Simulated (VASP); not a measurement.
# Co (P-3m1) in VASP: a series of runs, part 2 of 3

VASP 6.6.1. Earlier steps stand in the parts before.

**3. Single point, r2SCAN, collinear spin, ferromagnetic start**

This run uses another cell than the first one, of 10.89 Å³/atom.

File POSCAR:

```
Co
1.0
    2.4873648738      0.0000000000      0.0000000000
   -1.2436824369      2.1541211692      0.0000000000
    0.0000000000      0.0000000000      4.0632895034
Co
2
Direct
    0.3333333333      0.6666666667      0.7401390000
    0.6666666667      0.3333333333      0.2598610000
```

File INCAR.step1:

```
PREC = Accurate
ENCUT = 660
ISMEAR = -1
SIGMA = 0.05
LREAL = F
LASPH = T
NELM = 200
ISPIN = 2
MAGMOM = 2 2
LMAXMIX = 4
NBANDS = 28
GGA = PE
ALGO = Normal
EDIFF = 1E-5
LWAVE = T
LCHARG = F
GGA_COMPAT = F
```

File INCAR.step2:

```
PREC = Accurate
ENCUT = 660
EDIFF = 1E-6
ISMEAR = -1
SIGMA = 0.05
LREAL = F
LASPH = T
NELM = 200
ALGO = Normal
ISIF = 2
LWAVE = F
LCHARG = T
ISPIN = 2
MAGMOM = 2 2
LORBIT = 11
LMAXMIX = 4
METAGGA = R2SCAN
LMIXTAU = T
LELF = T
LVHAR = T
NBANDS = 28
ISTART = 1
GGA_COMPAT = F
```

File KPOINTS:

```
regular mesh
0
Gamma
  12 12 7
```

Potentials or basis: VASP PAW PBE potentials, release 64 (Co_sv).

Started as:

```bash
$ cat potpaw_PBE.64/Co_sv/POTCAR > POTCAR
$ cp INCAR.step1 INCAR
$ mpirun -np 1 vasp_std > vasp.out
$ cp INCAR.step2 INCAR
$ mpirun -np 1 vasp_std > vasp.out
```

OUTCAR:

```text
PREC = Accurate
   ENCUT = 660
   EDIFF = 1E-6
   ISMEAR = -1
   LREAL = F
   LASPH = T
   NELM = 200
   ISIF = 2
   ISPIN = 2
   LORBIT = 11
   METAGGA = R2SCAN
   ISTART = 1

 ion  position               nearest neighbor table
   1  0.333  0.667  0.740-   2 2.42   2 2.42   2 2.42
   2  0.667  0.333  0.260-   1 2.42   1 2.42   1 2.42

  LATTYP: Found a hexagonal cell.
 ALAT       =     2.4873648738
 C/A-ratio  =     1.6335719565

  Lattice vectors:

[... 1702 lines left out ...]
  in kB      -64.3882556    -64.3882556    -49.4523502      0.0000000      0.0000000      0.0000000
  external PRESSURE =     -59.4096205 kB  Pullay stress =       0.0000000 kB

 VOLUME and BASIS-vectors are now :
 -----------------------------------------------------------------------------
  energy-cutoff  :      660.00
  volume of cell :       21.77
      direct lattice vectors                 reciprocal lattice vectors
     2.487364874  0.000000000  0.000000000     0.402031889  0.232113220  0.000000000
    -1.243682437  2.154121169  0.000000000     0.000000000  0.464226439  0.000000000
     0.000000000  0.000000000  4.063289503     0.000000000  0.000000000  0.246106018

 POSITION                                       TOTAL-FORCE (eV/Angst)
 -----------------------------------------------------------------------------------
     -0.00000      1.43608      3.00740        -0.000000      0.000000      0.205136
      1.24368      0.71804      1.05589         0.000000     -0.000000     -0.205136
 -----------------------------------------------------------------------------------
    total drift:                                0.000000     -0.000000      0.000000

  FREE ENERGIE OF THE ION-ELECTRON SYSTEM (eV)
  ---------------------------------------------------
  free  energy   TOTEN  =       -26.5945324233 eV

  energy  without entropy=      -26.5871740691  energy(sigma->0) =      -26.59085325

 total charge

# of ion       s       p       d       tot
------------------------------------------
    1        2.249   6.130   6.679  15.058
    2        2.249   6.130   6.679  15.058
--------------------------------------------------
tot          4.497  12.261  13.357  30.115

 magnetization (x)

# of ion       s       p       d       tot
------------------------------------------
    1       -0.004  -0.023   1.964   1.937
    2       -0.004  -0.023   1.964   1.937
--------------------------------------------------
tot         -0.008  -0.047   3.928   3.873
```

OSZICAR.step1:

```text
N       E                     dE             d eps       ncg     rms          rms(c)
DAV:   1     0.658570183488E+03    0.65857E+03   -0.22340E+04 16432   0.429E+03
DAV:   2     0.352022409914E+02   -0.62337E+03   -0.59587E+03 18704   0.967E+02
DAV:   3    -0.157509289900E+02   -0.50953E+02   -0.49764E+02 18864   0.275E+02
DAV:   4    -0.165013391273E+02   -0.75041E+00   -0.74974E+00 18196   0.309E+01
DAV:   5    -0.165390367369E+02   -0.37698E-01   -0.37697E-01 17240   0.730E+00    0.170E+01
DAV:   6    -0.148971548883E+02    0.16419E+01   -0.11389E+01 15372   0.964E+01    0.158E+01
DAV:   7    -0.142424259340E+02    0.65473E+00   -0.21223E+00 15572   0.405E+01    0.513E+00
DAV:   8    -0.142346787580E+02    0.77472E-02   -0.56062E-02 19700   0.412E+00    0.194E+00
DAV:   9    -0.142256608261E+02    0.90179E-02   -0.47704E-03 19968   0.168E+00    0.587E-01
DAV:  10    -0.142251360496E+02    0.52478E-03   -0.14450E-03 18668   0.104E+00    0.985E-02
DAV:  11    -0.142251980892E+02   -0.62040E-04   -0.10789E-04 20152   0.219E-01    0.445E-02
DAV:  12    -0.142252030824E+02   -0.49933E-05   -0.10647E-05  9248   0.640E-02
   1 F= -.14225203E+02 E0= -.14217759E+02  d E =-.148876E-01  mag=     3.2715
```

Wall time 7.8 min (1 thread of Intel Xeon Platinum 8488C (Sapphire Rapids), shared host); peak memory 0.26 GiB.

Results:

```
Free energy                                           : -26.5945 eV
Pressure                                              : -5.9 GPa
Largest force                                         : 0.205 eV/Å
Net moment                                            : 3.59 μB per cell
Site moments                                          : Co +1.94 μB
Valence electrons inside the program's atomic spheres : Co 15.06
```

Forces on the atoms (eV/Å):
```
Co   0.000  0.000  0.205
Co   0.000  0.000 -0.205
```

Caveat: the cell stands under tension; the PAW data sets were made with another functional, which shifts forces and pressure a little.

**4. Single point, LDA, collinear spin, ferromagnetic start (10.23 Å³/atom)**

This run uses another cell than the first one, of 10.23 Å³/atom.

File INCAR:

```
PREC = Accurate
ENCUT = 520
EDIFF = 1E-6
ISMEAR = -1
SIGMA = 0.05
LREAL = False
LASPH = True
NELM = 150
ALGO = Normal
ISIF = 2
LWAVE = False
LCHARG = False
ISPIN = 2
MAGMOM = 2 2
LORBIT = 11
LMAXMIX = 4
NBANDS = 20
```

KPOINTS is that of step 3.

File POSCAR:

```
Co
1.0
    2.4365880777      0.0000000000      0.0000000000
   -1.2182940388      2.1101471738      0.0000000000
    0.0000000000      0.0000000000      3.9803419532
Co
2
Direct
    0.3333333333      0.6666666667      0.7401390000
    0.6666666667      0.3333333333      0.2598610000
```

Potentials or basis: VASP PAW LDA potentials, release 64 (Co).

Started as:

```bash
$ cat potpaw_LDA.64/Co/POTCAR > POTCAR
$ mpirun -np 1 vasp_std > vasp.out
```

It took 2 min on 1 thread of Intel Xeon 8259CL, shared host; peak memory 0.18 GiB.

Results (log left out):

| Item | Value |
| --- | --- |
| Free energy | -16.2209 eV |
| Pressure | -6.0 GPa |
| Largest force | 0.625 eV/Å |
| Net moment | 2.98 μB per cell |
| Site moments | Co +1.49 μB |
| Valence electrons inside the program's atomic spheres | Co 8.41 |

Forces in eV/Å, atoms in the order of the input:
```
Co   0.000  0.000  0.625
Co   0.000  0.000 -0.625
```

Stress tensor (GPa, compression positive):
```
-5.04  0.00  0.00
 0.00 -5.04  0.00
 0.00  0.00 -7.92
```

Levels at points of the mesh, in eV from the Fermi level:
Spin up:
| k point | band 8 | band 9 | band 10 | band 11 | band 12 | band 13 |
| --- | --- | --- | --- | --- | --- | --- |
| (0.00, 0.00, 0.00) | -1.72 | -1.72 | -0.53 | -0.53 | -0.18 | 6.79 |
| (0.50, 0.00, 0.00) | -0.38 | -0.33 | -0.19 | 1.62 | 3.76 | 9.95 |
Spin down:
```csv
k point,band 3,band 4,band 5,band 6,band 7,band 8,band 9,band 10,band 11,band 12
"(0.00, 0.00, 0.00)",-1.25,-1.17,-1.17,-0.81,-0.81,-0.23,-0.23,0.01,1.03,1.03
"(0.50, 0.00, 0.00)",-3.56,-1.80,-1.29,-1.21,-0.78,1.19,1.28,1.37,2.72,4.66
```

Caveat: the cell stands under tension.

**5. Single point, LDA, collinear spin, ferromagnetic start (10.67 Å³/atom)**

File INCAR:

```
PREC = Accurate ; ENCUT = 520
EDIFF = 1E-6 ; ISMEAR = -1
SIGMA = 0.05 ; LREAL = F
LASPH = T ; NELM = 150
ALGO = Normal ; ISIF = 2
LWAVE = F ; LCHARG = F
ISPIN = 2 ; MAGMOM = 2 2
LORBIT = 11 ; LMAXMIX = 4
NBANDS = 20
```

File KPOINTS:

```
Automatic mesh
0
Gamma
  12 12 7
```

File POSCAR:

```
Co
1.0
    2.4706706468      0.0000000000      0.0000000000
   -1.2353353234      2.1396635445      0.0000000000
    0.0000000000      0.0000000000      4.0360182824
Co
2
Direct
    0.3333333333      0.6666666667      0.7401390000
    0.6666666667      0.3333333333      0.2598610000
```

Started as:

```bash
$ cat potpaw_LDA.64/Co/POTCAR > POTCAR
$ mpirun -np 1 vasp_std > vasp.out
```

Wall time 2 min (1 thread of Intel Xeon 8259CL, shared host); peak memory 0.17 GiB.

The run converged. Its results:

```
Free energy                                           : -16.1624 eV
Pressure                                              : -15.2 GPa
Largest force                                         : 0.478 eV/Å
Net moment                                            : 3.04 μB per cell
Site moments                                          : Co +1.52 μB
Valence electrons inside the program's atomic spheres : Co 8.32
```

Forces in eV/Å, atoms in the order of the input:
```
Co   0.000  0.000  0.478
Co   0.000  0.000 -0.478
```

Stress tensor (GPa, compression positive):
```
-14.28   0.00   0.00
  0.00 -14.28   0.00
  0.00   0.00 -16.92
```

Levels at points of the mesh, in eV from the Fermi level:
Spin up:
```csv
k point,band 6,band 7,band 8,band 9,band 10,band 11,band 12,band 13,band 14,band 15
"(0.00, 0.00, 0.00)",-2.17,-2.17,-1.71,-1.71,-0.60,-0.60,-0.16,6.40,22.24,24.99
"(0.50, 0.00, 0.00)",-2.41,-2.06,-0.45,-0.41,-0.28,1.49,3.53,9.61,10.60,12.83
```
Spin down:
| k point | band 5 | band 6 | band 7 | band 8 | band 9 | band 10 |
| --- | --- | --- | --- | --- | --- | --- |
| (0.00, 0.00, 0.00) | -1.08 | -0.75 | -0.75 | -0.20 | -0.20 | 0.02 |
| (0.50, 0.00, 0.00) | -1.20 | -1.12 | -0.72 | 1.13 | 1.22 | 1.31 |

Caveat: the cell stands under tension.

(Continued in part 3 of 3.)
